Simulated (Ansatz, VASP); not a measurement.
P in VASP and in Ansatz

The input INCAR:

```
SYSTEM = P
ALGO = Normal
EDIFF = 1E-7
ENCUT = 520
GGA = PS
ISIF = 2
ISMEAR = 0
LASPH = .True.
LCHARG = .False.
LREAL = .False.
LWAVE = .False.
NBANDS = 18
NELM = 60
PREC = Accurate
SIGMA = 0.05
```

The input KPOINTS:

```
k-points
0
Gamma
  8 1 6
  0 0 0
```

POSCAR

```
P
1.0
    3.2843671164      0.0000000000      0.0000000000
    0.0000000000     34.8747471215      0.0000000000
    0.0000000000      0.0000000000      4.6143865565
P
4
Direct
    0.0000000000      0.9696876239      0.5826201324
    0.0000000000      0.0303123761      0.4173798676
    0.5000000000      0.0303123761      0.0826201324
    0.5000000000      0.9696876239      0.9173798676
```

Input for Ansatz:

```yaml
crystal:
  lattice:
    - [3.2843671164, 0.0, 0.0]
    - [0.0, 34.8747471215, 0.0]
    - [0.0, 0.0, 4.6143865565]
  atoms:
    - { symbol: P, position: [0.0, 0.9696876239, 0.5826201324] }
    - { symbol: P, position: [0.0, 0.0303123761, 0.4173798676] }
    - { symbol: P, position: [0.5, 0.0303123761, 0.0826201324] }
    - { symbol: P, position: [0.5, 0.9696876239, 0.9173798676] }
basis:
  ecutwfc: 420
kpoints:
  mp_grid: { grid: [8, 1, 6] }
hamiltonian:
  xc: pbesol
scf:
  occupations: { method: gaussian, width: 0.05 }
output:
  forces: true
  stress: true
  eigenvalues: true
  write_density: true
  write_potential: true
  elf: true
  volumetric_format: npy
```

Change from the starting cell: strain +0.000 along x and y, +0.040 along z, atoms carried along.

Alike in both runs: task single point; functional PBEsol; k mesh 8 × 1 × 6; occupations gaussian, width 0.05 eV; no spin polarisation.

|  | VASP | Ansatz |
| --- | --- | --- |
| version | VASP 6.6.1 | Ansatz 0.2.0 |
| potentials or method | VASP PAW PBE potentials, release 64 (P), cutoff 520 eV | scalar-relativistic, plane waves, PAW |
| valence electrons in the cell | 20 | 20 |

```csv
,VASP,Ansatz,Ansatz less VASP
gap on the k mesh at the Fermi level (eV),1.01,0.99,-0.018
least direct gap on the mesh (eV),1.01,0.99,-0.018
rms of the force components (eV/Å),0.333,0.325,-0.0084
```

VASP's potentials were made for PBE, not for PBEsol. Atom by atom the forces differ by 0.012 eV/Å (rms over components). The functional is the same, so the differences come from potentials, cutoffs and numerics.
